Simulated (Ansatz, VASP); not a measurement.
## Two plane-wave programs on MgB2

File INCAR:

```
SYSTEM = MgB2
ALGO     = Normal         ! electronic algorithm
EDIFF    = 1E-7           ! SCF threshold, eV
EDIFFG   = -0.04          ! ionic threshold
ENCUT    = 600            ! plane-wave cutoff, eV
GGA      = PE             ! functional
IBRION   = 2              ! ionic algorithm
ISIF     = 3              ! what is computed and relaxed
ISMEAR   = 0              ! smearing method
LASPH    = .True.         ! aspherical terms in the spheres
LCHARG   = .False.        ! write CHGCAR
LREAL    = .False.        ! projectors in reciprocal space
LWAVE    = .False.        ! write WAVECAR
NELM     = 100            ! most SCF steps
NSW      = 90             ! ionic steps
PREC     = Accurate       ! precision mode
SIGMA    = 0.1            ! smearing width, eV
```

KPOINTS

```
k-points
0
Gamma
  6 6 6
  0 0 0
```

File POSCAR:

```
MgB2
1.0
    0.0000000000      2.4195256654      2.4195256654
    2.4195256654      0.0000000000      2.4195256654
    2.4195256654      2.4195256654      0.0000000000
Mg B
1 2
Direct
    0.0000000000      0.0000000000      0.0000000000
    0.2500000000      0.2500000000      0.2500000000
    0.7500000000      0.7500000000      0.7500000000
```

Input for Ansatz:

```yaml
crystal:
  lattice:
    - [0.0, 2.4195256654, 2.4195256654]
    - [2.4195256654, 0.0, 2.4195256654]
    - [2.4195256654, 2.4195256654, 0.0]
  atoms:
    - { symbol: Mg, position: [0.0, 0.0, 0.0] }
    - { symbol: B, position: [0.25, 0.25, 0.25] }
    - { symbol: B, position: [0.75, 0.75, 0.75] }
basis:
  ecutwfc: 420
kpoints:
  mp_grid: { grid: [6, 6, 6] }
hamiltonian:
  xc: pbe
scf:
  occupations: { method: gaussian, width: 0.1 }
  lower_state_search: "off"
output:
  forces: true
  stress: true
  eigenvalues: true
relax:
  adjacent_minimum: "off"
  f_tol: 0.04
  max_steps: 70
  cell: { stress_tol: 0.4 }
```

Alike in both runs: task relaxation of cell and atoms; functional PBE; k mesh 6 × 6 × 6; occupations gaussian, width 0.1 eV; no spin polarisation.

|  | VASP | Ansatz |
| --- | --- | --- |
| version | VASP 6.6.1 | Ansatz 0.2.0 |
| potentials or method | VASP PAW PBE potentials, release 64 (Mg, B), cutoff 600 eV | scalar-relativistic, plane waves, PAW |
| valence electrons in the cell | 8 | 16 |

VASP gave:

* gap on the k mesh at the Fermi level, each at its own relaxed structure (eV): none
* relaxed volume (Å³/atom): 12.35
* relaxed cell length with the largest relative difference (Å): 3.742

Q: Estimate Ansatz's values.

A: gap on the k mesh at the Fermi level, each at its own relaxed structure (eV): none; relaxed volume (Å³/atom): 12.38; relaxed cell length with the largest relative difference (Å): 3.745.

A gap of «none» marks a metal or a gap that the smearing closes. VASP's potentials hold 8 valence electrons a cell and Ansatz's 16, so a difference there can come from the potentials and not from the codes.

The k mesh is coarse, so the values compare programs but aren't converged. Noted on VASP's run: the volume moved by over 15 % at a fixed basis, so the end points are rough.
